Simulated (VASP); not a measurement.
Wanted: the native input for a VASP 6.6.1 run.

| Property | Result |
| --- | --- |
| Task | single point |
| Functional | PBEsol |
| Potentials or basis | VASP PAW PBE potentials, release 64 (Mg, Sc_sv) |
| Cutoff | 520 eV |
| k mesh | 14 × 14 × 14 |
| Occupations | gaussian, width 0.15 eV |
| Spin | no spin polarisation |
| Dipole correction | no |
| Further INCAR settings | ALGO = Fast; EDIFF = 1e-06; NBANDS = 14 |

The structure of MgSc lies in POSCAR:

```
MgSc
1.0
    3.5964512400      0.0944068450      0.0000000000
    0.0944068450      3.5964512400      0.0000000000
    0.0000000000      0.0000000000      3.5964512400
Mg Sc
1 1
Direct
    0.0000000000      0.0000000000      0.0000000000
    0.5000000000      0.5000000000      0.5000000000
```

This cell differs from its parent crystal: strain +0.0525 x Voigt [0, 0, 0, 0, 0, 1].

One way to write it, as run:

INCAR

```
  ALGO = Fast
  EDIFF = 1E-6
  ENCUT = 520
  GGA = PS
  ISIF = 2
  ISMEAR = 0
  LASPH = T
  LCHARG = T
  LELF = T
  LREAL = F
  LVHAR = T
  LWAVE = F
  NBANDS = 14
  NELM = 60
  PREC = Accurate
  SIGMA = 0.15
```

KPOINTS

```
k-points
0
Gamma
  14 14 14
```

Potentials or basis: VASP PAW PBE potentials, release 64 (Mg, Sc_sv).

The run is started by

```console
$ cat potpaw_PBE.64/Mg/POTCAR potpaw_PBE.64/Sc_sv/POTCAR > POTCAR
$ mpirun -np 1 vasp_std > vasp.out
```

Results of the run:

| Property | Result |
| --- | --- |
| Pressure | -1.2 GPa |

Caveat: the cell differs from its parent crystal (strain +0.0525 x Voigt [0, 0, 0, 0, 0, 1]); the PAW data sets were made with another functional, which shifts forces and pressure a little.

Run time: 110 s on 1 thread of Intel(R) Xeon(R) 6975P-C (Granite Rapids), on a shared host, peak memory 0.42 GiB.
